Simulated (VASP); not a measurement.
Crystal: Ru.

```
CELL_PARAMETERS angstrom
2.70580 0.00000 0.00000
-1.35290 2.34329 0.00000
0.00000 0.00000 4.28190
ATOMIC_POSITIONS crystal
Ru 0.33333 0.66667 0.25000
Ru 0.66667 0.33333 0.75000
```

```yaml
Program: VASP 6.6.1
Task: relaxation of volume and atoms at fixed shape
Functional: LDA
Potentials_or_basis: VASP PAW LDA potentials, release 64 (Ru_pv)
Cutoff: 600 eV
k_mesh: 9 × 9 × 5
Occupations: fermi-dirac, width 0.05 eV
Spin: no spin polarisation
```

At the start: pressure -11.7 GPa; volume 13.57 Å³/atom.

**Question.** Where does the relaxation end?

**Answer.** Over 4 steps the energy falls by 17.4 meV/atom and the volume is 13.12 Å³/atom (-3.4 %); space group P6_3/mmc (No. 194, to 0.05 Å).

Step by step:
```
step  energy change (eV)  largest force (eV/Å)  pressure (GPa)  volume (Å³)
   1              0.0000                0.0000          -11.72        27.15
   2              0.3921                0.0000           54.40        23.43
   3             -0.0347                0.0000           -0.62        26.27
   4             -0.0348                0.0000           -0.08        26.24
```

Final structure:
```cif
data_structure
_symmetry_space_group_name_H-M 'P 1'
_symmetry_Int_Tables_number 1
_cell_length_a 2.6751
_cell_length_b 2.6751
_cell_length_c 4.2333
_cell_angle_alpha 90.000
_cell_angle_beta 90.000
_cell_angle_gamma 120.000
_cell_volume 26.24
loop_
_atom_site_label
_atom_site_type_symbol
_atom_site_fract_x
_atom_site_fract_y
_atom_site_fract_z
_atom_site_occupancy
Ru1 Ru 0.33333 0.66667 0.25000 1
Ru2 Ru 0.66667 0.33333 0.75000 1
```
